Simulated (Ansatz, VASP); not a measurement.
Two plane-wave programs on AlN

INCAR

```
SYSTEM = AlN
PREC = Accurate
ENCUT = 520
EDIFF = 1E-6
ISMEAR = 0
SIGMA = 0.05
LREAL = .False.
LASPH = .True.
NELM = 60
ALGO = Normal
ISIF = 2
LWAVE = .False.
LCHARG = .False.
GGA = CA
NBANDS = 26
```

KPOINTS

```
Automatic mesh
0
Gamma
  8 8 3
  0 0 0
```

POSCAR

```
AlN
1.0
   -3.0886152975      0.0000000000      0.0000000000
   -1.5443076488     -2.6748193102      0.0000000000
   -0.5147692163     -0.8916064367     11.8871685333
Al N
4 4
Direct
    0.3333333333      0.0825573863      0.7523278410
    0.3333333333      0.2211826121      0.3364521636
    0.6666666667      0.6238285584      0.1285143249
    0.6666666667      0.4852033326      0.5443900023
    0.3333333333      0.3068588287      0.0794235138
    0.3333333333      0.1682336029      0.4952991913
    0.6666666667      0.5708795491      0.2873613526
    0.6666666667      0.4322543233      0.7032370300
```

Input for Ansatz:

```yaml
crystal:
  lattice:
    - [-3.0886152975, 0.0, 0.0]
    - [-1.5443076488, -2.6748193102, 0.0]
    - [-0.5147692163, -0.8916064367, 11.8871685333]
  atoms:
    - { symbol: Al, position: [0.3333333333, 0.0825573863, 0.752327841] }
    - { symbol: Al, position: [0.3333333333, 0.2211826121, 0.3364521636] }
    - { symbol: Al, position: [0.6666666667, 0.6238285584, 0.1285143249] }
    - { symbol: Al, position: [0.6666666667, 0.4852033326, 0.5443900023] }
    - { symbol: "N", position: [0.3333333333, 0.3068588287, 0.0794235138] }
    - { symbol: "N", position: [0.3333333333, 0.1682336029, 0.4952991913] }
    - { symbol: "N", position: [0.6666666667, 0.5708795491, 0.2873613526] }
    - { symbol: "N", position: [0.6666666667, 0.4322543233, 0.70323703] }
basis:
  ecutwfc: 520.0
kpoints:
  mp_grid: { grid: [8, 8, 3] }
hamiltonian:
  xc: lda
  pseudopotentials: { kind: paw, azcp: { folder: soft_1 } }
scf:
  occupations: { method: gaussian, width: 0.05 }
output:
  forces: true
  stress: true
  eigenvalues: true
```

Alike in both runs: task single point; functional LDA; k mesh 8 × 8 × 3; occupations gaussian, width 0.05 eV; no spin polarisation.

|  | VASP | Ansatz |
| --- | --- | --- |
| version | VASP 6.6.1 | Ansatz 0.2.0 |
| potentials or method | VASP PAW LDA potentials, release 64 (Al, N), cutoff 520 eV | scalar-relativistic, plane waves, PAW |
| valence electrons in the cell | 32 | 32 |

```tsv
	VASP	Ansatz	Ansatz less VASP
gap on the k mesh at the Fermi level (eV)	none	none	-
pressure (GPa)	-2.0	-2.5	-0.49
traceless stress, the component that is largest in VASP (GPa)	-2.50	-2.27	+0.227
rms of the force components (eV/Å)	0.849	0.856	+0.0061
```

Ansatz warns that its potentials were made for another functional, while VASP's fit it. LDA's correlation is that of Perdew and Zunger in VASP and of Perdew and Wang (1992) in Ansatz. Atom by atom the forces differ by 0.010 eV/Å (rms over components). A gap of «none» marks a metal or a gap that the smearing closes.
